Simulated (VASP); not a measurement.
A run of VASP 6.6.1 is set up as follows.

Contents of POSCAR:

```
SnO
1.0
    0.0000000000      2.7393591945      2.7393591945
    2.7393591945      0.0000000000      2.7393591945
    2.7393591945      2.7393591945      0.0000000000
Sn O
1 1
Direct
    0.0000000000      0.0000000000      0.0000000000
    0.2500000000      0.2500000000      0.2500000000
```

File INCAR.step1:

```
PREC = Accurate
ENCUT = 520
EDIFF = 1E-5
ISMEAR = -1
SIGMA = 0.02
LREAL = F
LASPH = T
NELM = 60
ALGO = Normal
ISIF = 2
LWAVE = T
LCHARG = F
NBANDS = 17
GGA = PE
```

File INCAR.step2:

```
PREC = Accurate
ENCUT = 520
EDIFF = 1E-6
ISMEAR = -1
SIGMA = 0.02
LREAL = F
LASPH = T
NELM = 60
ALGO = Normal
ISIF = 2
LWAVE = F
LCHARG = F
GGA = PE
LHFCALC = T
HFSCREEN = 0.2079
PRECFOCK = Normal
NBANDS = 17
ISTART = 1
```

KPOINTS

```
regular mesh
0
Gamma
  6 6 6
```

Potentials or basis: VASP PAW PBE potentials, release 64 (Sn_d, O).

Run with:

```console
$ cat potpaw_PBE.64/Sn_d/POTCAR potpaw_PBE.64/O/POTCAR > POTCAR
$ cp INCAR.step1 INCAR
$ mpirun -np 1 vasp_std > vasp.out
$ cp INCAR.step2 INCAR
$ mpirun -np 1 vasp_std > vasp.out
```

(1) Predict the pressure.

(2) Estimate the band gap on the k mesh.

Answers

(1) -1.9 GPa.

(2) zero (bands 10 and 11 overlap by 0.16 eV).

Caveat: the cell differs from its parent crystal (strain +1.1%); the structure was generated, so it needn't be the stable form of SnO; the PAW data sets were made with another functional, which shifts forces and pressure a little; spin-orbit coupling is left out, which moves the levels of the heavy elements.
